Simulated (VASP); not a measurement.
A run of VASP 6.6.1 is set up as follows.

File INCAR:

```
SYSTEM = NaCl
  PREC = Accurate
  ENCUT = 520
  EDIFF = 1E-7
  ISMEAR = -1
  SIGMA = 0.05
  LREAL = .FALSE.
  LASPH = .TRUE.
  NELM = 80
  ALGO = Normal
  ISIF = 2
  LWAVE = .FALSE.
  LCHARG = .TRUE.
  GGA = CA
  LELF = .TRUE.
  LVHAR = .TRUE.
  NBANDS = 14
```

KPOINTS

```
regular mesh
0
G
  10 10 10
  0 0 0
```

Contents of POSCAR:

```
NaCl
1.0
    0.0000000000      2.7321936067      2.7321936067
    2.7321936067      0.0000000000      2.7321936067
    2.7321936067      2.7321936067      0.0000000000
Na Cl
1 1
Direct
    0.0000000000      0.0000000000      0.0000000000
    0.5000000000      0.5000000000      0.5000000000
```

Potentials or basis: VASP PAW LDA potentials, release 64 (Na_pv, Cl).

Command:

```bash
$ cat potpaw_LDA.64/Na_pv/POTCAR potpaw_LDA.64/Cl/POTCAR > POTCAR
$ mpirun -np 1 vasp_std > vasp.out
```

Predict the band gap on the k mesh.

5.08 eV.

What does it give for the pressure?

0.0 GPa.

A k mesh can miss the band edges.
